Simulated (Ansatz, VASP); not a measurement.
# One calculation of Co, two programs

Contents of INCAR:

```
SYSTEM = Co
ALGO = Normal
EDIFF = 1E-6
ENCUT = 520
ISIF = 2
ISMEAR = 0
ISPIN = 2
LASPH = .True.
LCHARG = .False.
LMAXMIX = 4
LORBIT = 11
LREAL = .False.
LWAVE = .False.
MAGMOM = 1.558 1.558
NBANDS = 20
NELM = 150
PREC = Accurate
SIGMA = 0.2
```

The input KPOINTS:

```
k-points
0
Gamma
  15 15 8
  0 0 0
```

POSCAR

```
Co
1.0
    2.4273810165      0.0000000000      0.0000000000
   -1.2136905082      2.1021736250      0.0000000000
    0.0000000000      0.0000000000      3.9230481332
Co
2
Direct
    0.3333333333      0.6666666667      0.2500000000
    0.6666666667      0.3333333333      0.7500000000
```

Input for Ansatz:

```yaml
crystal:
  lattice:
    - [2.4273810165, 0.0, 0.0]
    - [-1.2136905082, 2.102173625, 0.0]
    - [0.0, 0.0, 3.9230481332]
  atoms:
    - { symbol: Co, position: [0.3333333333, 0.6666666667, 0.25], spin: 1.558 }
    - { symbol: Co, position: [0.6666666667, 0.3333333333, 0.75], spin: 1.558 }
hamiltonian:
  xc: lda
  pseudopotentials:
    kind: paw
    azcp:
      Co: "pseudopotentials/Co.paw.azcp"
basis:
  ecutwfc: 420
  fft_grid_basis: typed
kpoints:
  mp_grid: { grid: [15, 15, 8], shift: [0, 0, 0] }
magnetization:
  spin_polarized: true
scf:
  occupations: { method: gaussian, width: 0.2 }
  lower_state_search: "off"
output:
  stress: true
```

Alike in both runs: task single point; functional LDA; k mesh 15 × 15 × 8; occupations gaussian, width 0.2 eV; collinear spin.

|  | VASP | Ansatz |
| --- | --- | --- |
| version | VASP 6.6.1 | Ansatz 0.2.0 |
| potentials or method | VASP PAW LDA potentials, release 64 (Co), cutoff 520 eV | plane waves (420 eV) with PAW, scalar-relativistic |
| valence electrons in the cell | 18 | 34 |

|  | VASP | Ansatz | Ansatz less VASP |
| --- | --- | --- | --- |
| pressure (GPa) | -1.4 | 0.1 | +1.48 |
| traceless stress, the component that is largest in VASP (GPa) | -0.64 | -0.52 | +0.121 |
| net moment per atom (μB) | 1.47 | 1.51 | +0.042 |
| size of the moment on the site where the two differ most (μB) | 1.46 | 1.55 | +0.092 |

Ansatz warns that its potentials were made for another functional, while VASP's fit it. LDA's correlation is that of Perdew and Zunger in VASP and of Perdew and Wang (1992) in Ansatz. Site moments also hang on the region over which each program counts them. VASP's potentials hold 18 valence electrons a cell and Ansatz's 34, so a difference there can come from the potentials and not from the codes.
